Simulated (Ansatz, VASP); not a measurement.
Two plane-wave programs on CuO

INCAR

```
SYSTEM = CuO
  PREC = Accurate
  ENCUT = 520
  EDIFF = 1E-6
  ISMEAR = -1
  SIGMA = 0.05
  LREAL = .FALSE.
  LASPH = .TRUE.
  NELM = 80
  ALGO = Normal
  ISIF = 2
  LWAVE = .FALSE.
  LCHARG = .FALSE.
  GGA = B5
  ALDAX = 1.0
  AGGAX = 1.0
  AGGAC = 1.0
  ALDAC = 0.0
  NBANDS = 16
```

Contents of KPOINTS:

```
regular mesh
0
G
  11 11 11
  0 0 0
```

Contents of POSCAR:

```
CuO
1.0
    0.0000000000      2.1580717154      2.1580717154
    2.1580717154      0.0000000000      2.1580717154
    2.1580717154      2.1580717154      0.0000000000
Cu O
1 1
Direct
    0.0294977200      0.0281008700      0.9080259900
    0.4705022800      0.4718991300      0.5919740100
```

The input input.yaml:

```yaml
crystal:
  lattice:
    - [0.0, 2.1580717154, 2.1580717154]
    - [2.1580717154, 0.0, 2.1580717154]
    - [2.1580717154, 2.1580717154, 0.0]
  atoms:
    - { symbol: Cu, position: [0.02949772, 0.02810087, 0.90802599] }
    - { symbol: O, position: [0.47050228, 0.47189913, 0.59197401] }
hamiltonian:
  xc: blyp
  pseudopotentials: { kind: paw }
kpoints:
  mp_grid: { grid: [11, 11, 11] }
scf:
  occupations: { method: fermi_dirac, width: 0.05 }
output:
  forces: true
  stress: true
  eigenvalues: true
```

Alike in both runs: task single point; functional BLYP; k mesh 11 × 11 × 11; occupations fermi-dirac, width 0.05 eV; no spin polarisation.

```csv
,VASP,Ansatz
version,VASP 6.6.1,Ansatz 0.2.0
potentials or method,"VASP PAW PBE potentials, release 64 (Cu, O)",Ansatz PAW
plane-wave cutoff (eV),520,420
valence electrons in the cell,17,25
```

Ansatz gave:

| Property | Result |
| --- | --- |
| gap on the k mesh at the Fermi level (eV) | none |
| pressure (GPa) | 13.2 |
| traceless stress, the component that is largest in VASP (GPa) | -2.63 |
| rms of the force components (eV/Å) | 0.352 |

Question: Estimate VASP's values.

Answer: gap on the k mesh at the Fermi level (eV): none; pressure (GPa): 13.9; traceless stress, the component that is largest in VASP (GPa): -2.91; rms of the force components (eV/Å): 0.403.

VASP's potentials were made for PBE, not for BLYP. Atom by atom the forces differ by 0.052 eV/Å (rms over components). A gap of «none» marks a metal or a gap that the smearing closes. VASP's potentials hold 17 valence electrons a cell and Ansatz's 25, so a difference there can come from the potentials and not from the codes.
